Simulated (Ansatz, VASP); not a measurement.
## RbBr: VASP beside Ansatz

File INCAR:

```
ALGO     = Normal         # electronic algorithm
EDIFF    = 1E-7           # SCF threshold, eV
ENCUT    = 520            # plane-wave cutoff, eV
GGA      = PE             # functional
ISIF     = 2              # what is computed and relaxed
ISMEAR   = -1             # smearing method
LASPH    = T              # aspherical terms in the spheres
LCHARG   = F              # write CHGCAR
LREAL    = F              # projectors in reciprocal space
LWAVE    = F              # write WAVECAR
NBANDS   = 15             # bands
NELM     = 80             # most SCF steps
PREC     = Accurate       # precision mode
SIGMA    = 0.03           # smearing width, eV
```

File KPOINTS:

```
k-points
0
Gamma
  7 7 7
```

POSCAR

```
RbBr
1.0
    0.0000000000      3.3811767539      3.3811767539
    3.3811767539      0.0000000000      3.3811767539
    3.3811767539      3.3811767539      0.0000000000
Rb Br
1 1
Direct
    0.0000000000      0.0000000000      0.0000000000
    0.5000000000      0.5000000000      0.5000000000
```

Input for Ansatz:

```yaml
crystal:
  lattice:
    - [0.0, 3.3811767539, 3.3811767539]
    - [3.3811767539, 0.0, 3.3811767539]
    - [3.3811767539, 3.3811767539, 0.0]
  atoms:
    - { symbol: Rb, position: [0.0, 0.0, 0.0] }
    - { symbol: Br, position: [0.5, 0.5, 0.5] }
kpoints:
  mp_grid: { grid: [7, 7, 7] }
scf:
  occupations: { method: fermi_dirac, width: 0.03 }
hamiltonian:
  xc: pbe
  pseudopotentials: { kind: all_electron, lapw: { basis_error: 0.001 } }
output:
  forces: true
  stress: true
  eigenvalues: true
```

Change from the starting cell: volume scaled by 0.96.

Alike in both runs: task single point; functional PBE; k mesh 7 × 7 × 7; occupations fermi-dirac, width 0.03 eV; no spin polarisation.

```csv
,VASP,Ansatz
version,VASP 6.6.1,Ansatz 0.2.0
potentials or method,"VASP PAW PBE potentials, release 64 (Rb_sv, Br), cutoff 520 eV","all-electron LAPW, scalar-relativistic"
```

```csv
,VASP,Ansatz,Ansatz less VASP
gap on the k mesh at the Fermi level (eV),4.47,4.47,+0.003
pressure (GPa),1.8,1.7,-0.04
```

Ansatz ran all-electron here, and VASP with PAW potentials.
